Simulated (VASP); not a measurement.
Runs of VASP 6.6.1 on ZnSe3. The structure is that of space group Pm-3m (No. 221), or close to it. The cells are those of the table. The cell was built from a structure type or drawn by symmetry, and may not be a known phase.

```tsv
task	cell	k mesh	gap on the mesh (eV)	pressure (GPa)	relaxed volume (Å³/atom)
single point	a = 4.327 Å, 4 atoms	12 × 12 × 12	none	0.0	-
single point	a = 4.569 Å, 4 atoms	4 × 4 × 4	none	(a)	-
relaxation of cell and atoms	relaxed from a = 4.321 Å, 4 atoms	12 × 12 × 12	none	0.0	20.28
single point	a = 4.321 Å, 4 atoms	4 × 4 × 4	none	0.3	-
relaxation of cell and atoms	relaxed from a = 4.569 Å, 4 atoms	4 × 4 × 4	none	0.0	20.28
```

Alike in all rows: level PBE; potentials or basis VASP PAW PBE potentials, release 64 (Zn, Se); no spin polarisation; cutoff (eV) 500; smearing gaussian 0.1 eV.

Question: Fill in the values left out.

Answer: (a) -6.9.

Caveats: some runs use coarse meshes; the cell stands under tension (at least some runs).

A k mesh can miss the band edges, and the runs leave out spin-orbit coupling on Se.

A gap of «none» marks levels without a gap at the run's occupations.
